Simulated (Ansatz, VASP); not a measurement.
One calculation of Ti, two programs

```xyz
1
Lattice="0.0000 2.0247 2.1873 2.0247 0.0000 2.1873 2.0247 2.0247 0.0000" Properties=species:S:1:pos:R:3 pbc="T T T"
Ti    0.0000    0.0000    0.0000
```

Alike in both runs: task single point; functional LDA; k mesh 22 × 22 × 22; occupations gaussian, width 0.15 eV; no spin polarisation.

|  | VASP | Ansatz |
| --- | --- | --- |
| version | VASP 6.6.1 | Ansatz 0.2.0 |
| potentials or method | VASP PAW LDA potentials, release 64 (Ti_sv), cutoff 520 eV | scalar-relativistic, plane waves, PAW |
| valence electrons in the cell | 12 | 12 |

VASP gave:

```
gap on the k mesh at the Fermi level (eV)                     : none
pressure (GPa)                                                : -11.5
traceless stress, the component that is largest in VASP (GPa) : -1.45
```

Problem. Which values does Ansatz return?

Solution. gap on the k mesh at the Fermi level (eV): none; pressure (GPa): -11.4; traceless stress, the component that is largest in VASP (GPa): -1.46.

Ansatz warns that its potentials were made for another functional, while VASP's fit it. LDA's correlation is that of Perdew and Zunger in VASP and of Perdew and Wang (1992) in Ansatz. A gap of «none» marks a metal or a gap that the smearing closes.
